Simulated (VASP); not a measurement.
# Al2Ru (I4/mmm) in VASP: a series of runs, part 2 of 2

VASP 6.6.1. The steps go on from the part before.

## (3) Single point, r2SCAN (biaxial strain in the a-b plane: -2.0 %, then relaxed in part)

File POSCAR:

```
Al2Ru
1.0
    3.0593840995      0.0000000000      0.0000000000
    0.0000000000      3.0593840995      0.0000000000
    0.0000000000      0.0000000000      8.5909236075
Al Ru
4 2
Direct
    0.5000000000      0.5000000000      0.1576521512
    0.0000000000      0.0000000000      0.3423478488
    0.0000000000      0.0000000000      0.6576521512
    0.5000000000      0.5000000000      0.8423478488
    0.0000000000      0.0000000000      0.0000000000
    0.5000000000      0.5000000000      0.5000000000
```

File INCAR.step1:

```
SYSTEM = Al2Ru
PREC = Accurate ; ENCUT = 520
ISMEAR = 0 ; SIGMA = 0.1
LREAL = .False. ; LASPH = .True.
NELM = 60 ; NBANDS = 29
GGA = PE ; ALGO = Normal
EDIFF = 1E-4 ; LWAVE = .True.
LCHARG = .False.
```

File INCAR.step2:

```
SYSTEM = Al2Ru
PREC = Accurate ; ENCUT = 520
EDIFF = 1E-6 ; ISMEAR = 0
SIGMA = 0.1 ; LREAL = .False.
LASPH = .True. ; NELM = 60
ALGO = Normal ; ISIF = 2
LWAVE = .False. ; LCHARG = .False.
METAGGA = R2SCAN ; LMIXTAU = .True.
NBANDS = 29 ; ISTART = 1
```

File KPOINTS:

```
regular mesh
0
Gamma
  12 12 4
  0 0 0
```

Potentials or basis: VASP PAW PBE potentials, release 64 (Al, Ru_pv).

Launch:

```bash
$ cat potpaw_PBE.64/Al/POTCAR potpaw_PBE.64/Ru_pv/POTCAR > POTCAR
$ cp INCAR.step1 INCAR
$ mpirun -np 1 vasp_std > vasp.out
$ cp INCAR.step2 INCAR
$ mpirun -np 1 vasp_std > vasp.out
```

OUTCAR:

```text
SYSTEM = Al2Ru
   PREC = Accurate
   ENCUT = 520
   EDIFF = 1E-6
   ISMEAR = 0
   LREAL = .False.
   LASPH = .True.
   NELM = 60
   ISIF = 2
   METAGGA = R2SCAN
   ISTART = 1

 ion  position               nearest neighbor table
   1  0.500  0.500  0.158-   5 2.55   5 2.55   5 2.55   5 2.55   2 2.68   2 2.68   2 2.68   2 2.68
                             4 2.71   6 2.94
   2  0.000  0.000  0.342-   6 2.55   6 2.55   6 2.55   6 2.55   1 2.68   1 2.68   1 2.68   1 2.68
                             3 2.71   5 2.94
   3  0.000  0.000  0.658-   6 2.55   6 2.55   6 2.55   6 2.55   4 2.68   4 2.68   4 2.68   4 2.68
                             2 2.71   5 2.94
   4  0.500  0.500  0.842-   5 2.55   5 2.55   5 2.55   5 2.55   3 2.68   3 2.68   3 2.68   3 2.68
                             1 2.71   6 2.94
   5  0.000  0.000  0.000-   1 2.55   4 2.55   1 2.55   4 2.55   1 2.55   4 2.55   1 2.55   4 2.55
                             3 2.94   2 2.94
   6  0.500  0.500  0.500-   2 2.55   3 2.55   2 2.55   3 2.55   2 2.55   3 2.55   2 2.55   3 2.55
                             1 2.94   4 2.94

  LATTYP: Found a simple tetragonal cell.
 ALAT       =     3.0593840995
 C/A-ratio  =     2.8080565657

  Lattice vectors:

 A1 = (   3.0593840995,   0.0000000000,   0.0000000000)
 A2 = (   0.0000000000,   3.0593840995,   0.0000000000)
 A3 = (   0.0000000000,   0.0000000000,   8.5909236075)

Analysis of symmetry for initial positions (statically):
=====================================================================
 Subroutine PRICEL returns following result:

  LATTYP: Found a body centered tetragonal cell.
 ALAT       =     3.0593840995
 C/A-ratio  =     2.8080565657

  Lattice vectors:

 A1 = (  -1.5296920497,   1.5296920497,   4.2954618037)
 A2 = (   1.5296920497,  -1.5296920497,   4.2954618038)
 A3 = (   1.5296920497,   1.5296920498,  -4.2954618037)

   2 primitive cells build up your supercell.

 Routine SETGRP: Setting up the symmetry group for a
 simple tetragonal supercell.

 Subroutine GETGRP returns: Found 16 space group operations
 (whereof 16 operations were pure point group operations)
 out of a pool of 16 trial point group operations.

The static configuration has the point symmetry D_4h.

Analysis of symmetry for dynamics (positions and initial velocities):
=====================================================================
 Subroutine PRICEL returns following result:

  LATTYP: Found a body centered tetragonal cell.
 ALAT       =     3.0593840995
 C/A-ratio  =     2.8080565657

  Lattice vectors:

 A1 = (  -1.5296920497,   1.5296920497,   4.2954618037)
 A2 = (   1.5296920497,  -1.5296920497,   4.2954618038)
 A3 = (   1.5296920497,   1.5296920498,  -4.2954618037)

   2 primitive cells build up your supercell.

 Routine SETGRP: Setting up the symmetry group for a
 simple tetragonal supercell.

 Subroutine GETGRP returns: Found 16 space group operations
 (whereof 16 operations were pure point group operations)
 out of a pool of 16 trial point group operations.

The dynamic configuration has the point symmetry D_4h.

 Subroutine INISYM returns: Found 16 space group operations
 (whereof 16 operations are pure point group operations),
 and found     2 'primitive' translations

[... 51 lines left out ...]
 Following reciprocal coordinates:
            Coordinates               Weight
  0.000000  0.000000  0.000000      1.000000
  0.083333  0.000000  0.000000      4.000000
  0.166667  0.000000  0.000000      4.000000
  0.250000  0.000000  0.000000      4.000000
  0.333333  0.000000  0.000000      4.000000
  0.416667  0.000000  0.000000      4.000000
[... 16 lines left out ...]
  0.333333  0.333333  0.000000      4.000000
  0.416667  0.333333  0.000000      8.000000
 [... further k-points ...]
   k-points           NKPTS =     84   k-points in BZ     NKDIM =     84   number of bands    NBANDS=     29
   number of dos      NEDOS =    301   number of ions     NIONS =      6
   total plane-waves  NPLWV =  36864
   dimension x,y,z NGX =    24 NGY =   24 NGZ =   64
   dimension x,y,z NGXF=    48 NGYF=   48 NGZF=  128
   ions per type =               4   2
   NGX,Y,Z   is equivalent  to a cutoff of  13.04, 13.04, 12.38 a.u.
   NGXF,Y,Z  is equivalent  to a cutoff of  26.08, 26.08, 24.77 a.u.
 SYSTEM =  Al2Ru
   PREC   = accura    normal or accurate (medium, high low for compatibility)
   ISTART =      1    job   : 0-new  1-cont  2-samecut
   ICHARG =      0    charge: 1-file 2-atom 10-const
   ISPIN  =      1    spin polarized calculation?
   LNONCOLLINEAR =      F non collinear calculations
   LSORBIT =      F    spin-orbit coupling
   LASPH  =      T    aspherical Exc in radial PAW
   ENCUT  =  520.0 eV  38.22 Ry    6.18 a.u.   5.69  5.69 15.97*2*pi/ulx,y,z
   NELM   =     60;   NELMIN=  2; NELMDL=  0     # of ELM steps
   EDIFF  = 0.1E-05   stopping-criterion for ELM
   LREAL  =      F    real-space projection
   EDIFFG = 0.1E-04   stopping-criterion for IOM
   NSW    =      0    number of steps for IOM
   IBRION =     -1    ionic relax: 0-MD 1-quasi-New 2-CG
   NFREE  =      0    steps in history (QN), initial steepest desc. (CG)
   ISIF   =      2    stress and relaxation
   ISYM   =      2    0-nonsym 1-usesym 2-fastsym
   POTIM  = 0.5000    time-step for ionic-motion
   TEBEG  =    0.0;   TEEND  =   0.0 temperature during run
   PSTRESS=    0.0 pullay stress
   NELECT =      40.0000    total number of electrons
   NUPDOWN=      -1.0000    fix difference up-down
   EMIN   =  10.00;   EMAX   =-10.00  energy-range for DOS
   EFERMI =   0.00;   METHOD = LEGACY
   ISMEAR =     0;   SIGMA  =   0.10  broadening in eV -4-tet -1-fermi 0-gaus
   EFERMI_NEDOS =   21; number of points for ismear=-14 and -15
   IALGO  =     38    algorithm
   IMIX   =      4    mixing-type and parameters
     AMIX     =   0.40;   BMIX     =  1.00
     AMIX_MAG =   1.60;   BMIX_MAG =  1.00
  volume/ion in A,a.u.               =      13.40        90.44
  Fermi-wavevector in a.u.,A,eV,Ry     =   1.297156  2.451269 22.893349  1.682614
  Thomas-Fermi vector in A             =   2.428566
   LORBIT       =      0    0 simple, 1 ext, 2 COOP (PROOUT), +10 PAW based schemes
   METAGGA = R2SCAN    functional components
   LHFCALC =     F    Hartree Fock is set to
   AEXX    =    0.0000 exact exchange contribution
   IVDW    =     0    specifies the selected vdW correction
   LEPSILON=     F    determine dielectric tensor
   LRPA    =     F    only Hartree local field effects (RPA)
 non-spin polarized calculation
 Gauss-broadening in eV      SIGMA  =   0.10
  energy-cutoff  :      520.00
  volume of cell :       80.41
 maximum number of plane-waves:      2192
 NGX is ok and might be reduce to    24
   NGX = 11   NGY = 11   NGZ = 31

 number of electron      40.0000008 magnetization

 Free energy of the ion-electron system (eV)
  ---------------------------------------------------
  ext. energy  EPLUGINS =         0.00000000
  ---------------------------------------------------
  free energy    TOTEN  =       -82.27362181 eV

  energy without entropy =      -82.27251250  energy(sigma->0) =      -82.27306716

 E-fermi :  11.0071     XC(G=0): -12.9727

 val. band max:       11.0034763545   @ k =   0.2500   0.2500   0.0000
 cond. band min:      11.0369499655   @ k =   0.3333   0.3333   0.0000
 fundamental gap:      0.0334736109
 Fermi energy:        11.0070504848

 k-point     1 :       0.0000    0.0000    0.0000
  band No.  band energies     occupation
      1     -33.1020      2.00000
      2     -33.1020      2.00000
      3     -33.1019      2.00000
      4     -33.1019      2.00000
      5     -33.0821      2.00000
      6     -33.0794      2.00000
[... 757 lines left out ...]
     28      16.3189      0.00000
     29      16.4336      0.00000

 [... further k-points ...]

------------------------ aborting loop because EDIFF is reached ----------------------------------------

  FORCE on cell =-STRESS in cart. coord.  units (eV):
  Direction    XX          YY          ZZ          XY          YZ          ZX
  --------------------------------------------------------------------------------------
  -------------------------------------------------------------------------------------
  Total        3.6760752      3.6760752     -0.0784661     -0.0000000      0.0000000      0.0000000
  in kB       73.2465376     73.2465376     -1.5634520     -0.0000000      0.0000000      0.0000000
  external PRESSURE =      48.3098744 kB  Pullay stress =       0.0000000 kB

 VOLUME and BASIS-vectors are now :
 -----------------------------------------------------------------------------
  energy-cutoff  :      520.00
  volume of cell :       80.41
      direct lattice vectors                 reciprocal lattice vectors
     3.059384099  0.000000000  0.000000000     0.326863175  0.000000000  0.000000000
     0.000000000  3.059384099  0.000000000     0.000000000  0.326863175  0.000000000
     0.000000000  0.000000000  8.590923608     0.000000000  0.000000000  0.116401920

 POSITION                                       TOTAL-FORCE (eV/Angst)
 -----------------------------------------------------------------------------------
      1.52969      1.52969      1.35438         0.000000     -0.000000      0.016102
      0.00000      0.00000      2.94108         0.000000      0.000000     -0.016102
      0.00000      0.00000      5.64984        -0.000000     -0.000000      0.016102
      1.52969      1.52969      7.23655        -0.000000      0.000000     -0.016102
      0.00000      0.00000      0.00000        -0.000000     -0.000000     -0.000000
      1.52969      1.52969      4.29546        -0.000000     -0.000000      0.000000
 -----------------------------------------------------------------------------------
    total drift:                                0.000000      0.000000      0.000000

  FREE ENERGIE OF THE ION-ELECTRON SYSTEM (eV)
  ---------------------------------------------------
  free  energy   TOTEN  =       -82.2736218112 eV

  energy  without entropy=      -82.2725124996  energy(sigma->0) =      -82.27306716
```

Wall time 13 min (1 thread of Intel Xeon 8259CL, shared host); peak memory 0.3 GiB.

What came out:

- Free energy: -82.2736 eV
- Pressure: 4.8 GPa
- Largest force: 0.016 eV/Å

Forces on the atoms (eV/Å):
```
Al   0.000  0.000  0.016
Al   0.000  0.000 -0.016
Al   0.000  0.000  0.016
Al   0.000  0.000 -0.016
Ru   0.000  0.000  0.000
Ru   0.000  0.000  0.000
```

Stress tensor (GPa, compression positive):
```
 7.32  0.00  0.00
 0.00  7.32  0.00
 0.00  0.00 -0.16
```

Caveat: the cell differs from its parent crystal (biaxial strain in the a-b plane: -2.0 %, then relaxed in part); the cell stands under pressure; the PAW data sets were made with another functional, which shifts forces and pressure a little.
